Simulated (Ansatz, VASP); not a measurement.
LuScN2 in VASP and in Ansatz

```
Lu Sc N
1.0
     3.16424    0.00000    0.00000
     0.00000    3.16424    0.00000
     0.00000    0.00000    6.36380
Lu Sc N
1 1 2
Direct
  0.50000 0.50000 0.16944
  0.50000 0.50000 0.76430
  0.50000 0.50000 0.48150
  0.00000 0.00000 0.98680
```

Alike in both runs: functional PBE; k mesh 14 × 14 × 8; occupations gaussian, width 0.1 eV; no spin polarisation.

Ansatz relaxed the structure, and its values are those at the end. VASP's run is a single point on that final structure, the one shown.

|  | VASP | Ansatz |
| --- | --- | --- |
| version | VASP 6.6.1 | Ansatz 0.2.0 |
| potentials or method | VASP PAW PBE potentials, release 64 (Lu, Sc_sv, N), cutoff 520 eV | scalar-relativistic, plane waves, PAW |
| valence electrons in the cell | 46 | 46 |

```tsv
	VASP	Ansatz	Ansatz less VASP
gap on the k mesh at the Fermi level (eV)	none	none	-
pressure (GPa)	0.7	0.0	-0.71
rms of the force components (eV/Å)	0.050	0.002	-0.0481
```

A gap of «none» marks a metal or a gap that the smearing closes. The functional is the same, so the differences come from potentials, cutoffs and numerics.

Neither program's run includes spin-orbit coupling.
